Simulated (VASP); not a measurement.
A run of VASP 6.6.1 is set up as follows.

The input POSCAR:

```
CsH
1.0
    3.3285397962      0.0000000000      0.0000000000
    0.0000000000      3.3285397962      0.0000000000
    0.0000000000      0.0000000000      3.3285397962
Cs H
1 1
Direct
    0.0000000000      0.0000000000      0.0000000000
    0.5000000000      0.5000000000      0.5000000000
```

The input INCAR.step1:

```
SYSTEM = CsH
PREC     = Accurate       ! precision mode
ENCUT    = 520            ! plane-wave cutoff, eV
ISMEAR   = -1             ! smearing method
SIGMA    = 0.01           ! smearing width, eV
LREAL    = .FALSE.        ! projectors in reciprocal space
LASPH    = .TRUE.         ! aspherical terms in the spheres
NELM     = 100            ! most SCF steps
NBANDS   = 12             ! bands
GGA      = PE             ! functional
ALGO     = Normal         ! electronic algorithm
EDIFF    = 1E-4           ! SCF threshold, eV
LWAVE    = .TRUE.         ! write WAVECAR
LCHARG   = .FALSE.        ! write CHGCAR
```

Contents of INCAR.step2:

```
SYSTEM = CsH
PREC     = Accurate       ! precision mode
ENCUT    = 520            ! plane-wave cutoff, eV
EDIFF    = 1E-6           ! SCF threshold, eV
ISMEAR   = -1             ! smearing method
SIGMA    = 0.01           ! smearing width, eV
LREAL    = .FALSE.        ! projectors in reciprocal space
LASPH    = .TRUE.         ! aspherical terms in the spheres
NELM     = 100            ! most SCF steps
ALGO     = Normal         ! electronic algorithm
ISIF     = 2              ! what is computed and relaxed
LWAVE    = .FALSE.        ! write WAVECAR
LCHARG   = .FALSE.        ! write CHGCAR
METAGGA  = R2SCAN         ! meta-GGA
LMIXTAU  = .TRUE.       
NBANDS   = 12             ! bands
ISTART   = 1
```

Contents of KPOINTS:

```
regular mesh
0
G
  4 4 4
  0 0 0
```

Potentials or basis: VASP PAW PBE potentials, release 64 (Cs_sv, H).

Run with:

```console
$ cat potpaw_PBE.64/Cs_sv/POTCAR potpaw_PBE.64/H/POTCAR > POTCAR
$ cp INCAR.step1 INCAR
$ mpirun -np 1 vasp_std > vasp.out
$ cp INCAR.step2 INCAR
$ mpirun -np 1 vasp_std > vasp.out
```

Task: Predict the pressure.

Result: 15.6 GPa.

Task: What does it give for the band gap on the k mesh?

Result: 2.25 eV, indirect (least direct gap 2.94 eV).

Caveat: the k points lie up to 0.47 Å⁻¹ apart; the PAW data sets were made with another functional, which shifts forces and pressure a little; spin-orbit coupling is left out, which moves the levels of the heavy elements. A k mesh can miss the band edges.
